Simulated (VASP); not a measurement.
Set up this calculation in VASP 6.6.1, as the native input.

```
Task                   : single point
Functional             : PBE
Potentials or basis    : VASP PAW PBE potentials, release 64 (W_sv, C, H)
Cutoff                 : 520 eV
k mesh                 : 3 × 3 × 1
Occupations            : fermi-dirac, width 0.05 eV
Spin                   : no spin polarisation
Dipole correction      : no
Further INCAR settings : LREAL = Auto; ALGO = Normal; EDIFF = 1e-07; NBANDS = 86
```

The structure of HW8C8 lies in POSCAR:

```
HW8C8
1.0
    5.7641400000      0.0000000000      0.0000000000
   -2.8820700000      4.9918920000      0.0000000000
    0.0000000000      0.0000000000     17.2358050000
W C H
8 8 1
Direct
    0.0000000000      0.0000000000      0.0580187580
   -0.0048072563     -0.0027444504      0.2214982126
    0.0000014646      0.4999907851      0.0580187580
    0.0117006011      0.5094060529      0.2233490110
    0.5000052046      0.0000000000      0.0580187580
    0.4984841740     -0.0027644829      0.2196068011
    0.4999893205      0.4999907851      0.0580187580
    0.4936110936      0.4929593829      0.2248168855
    0.3337828128      0.1667103375      0.1331762572
    0.3310089296      0.1574152646      0.2868215323
    0.3263647085      0.6639366397      0.1332632854
    0.3324964453      0.6630151454      0.2877266249
    0.8293097041      0.1585170513      0.1352069137
    0.8189679869      0.1533086052      0.2933834538
    0.8284718722      0.6606112472      0.1350444612
    0.8357947982      0.6744937591      0.2871928523
    0.8112983604      1.1538711174      0.3574593702
```

These files were run (other wordings do the same):

INCAR

```
SYSTEM = HW8C8
ALGO     = Normal         ! electronic algorithm
EDIFF    = 1E-7           ! SCF threshold, eV
ENCUT    = 520            ! plane-wave cutoff, eV
GGA      = PE             ! functional
ISIF     = 2              ! what is computed and relaxed
ISMEAR   = -1             ! smearing method
LASPH    = .TRUE.         ! aspherical terms in the spheres
LCHARG   = .FALSE.        ! write CHGCAR
LREAL    = Auto         
LWAVE    = .FALSE.        ! write WAVECAR
NBANDS   = 86             ! bands
NELM     = 80             ! most SCF steps
PREC     = Accurate       ! precision mode
SIGMA    = 0.05           ! smearing width, eV
```

KPOINTS

```
k-points
0
G
  3 3 1
  0 0 0
```

Potentials or basis: VASP PAW PBE potentials, release 64 (W_sv, C, H).

Run with:

```sh
$ cat potpaw_PBE.64/W_sv/POTCAR potpaw_PBE.64/C/POTCAR potpaw_PBE.64/H/POTCAR > POTCAR
$ mpirun -np 1 vasp_std > vasp.out
```

Results of the run:

```
Largest force          : 2.715 eV/Å
Band gap on the k mesh : zero (an odd number of electrons rules out a gap without spin polarisation)
```

Caveat: the k points lie up to 0.42 Å⁻¹ apart, too coarse for converged energies and pressures of a metal; spin-orbit coupling is left out, which moves the levels of the heavy elements.

It took 24 min on 1 thread of Intel Xeon 8259CL (shared host), peak memory 0.68 GiB.
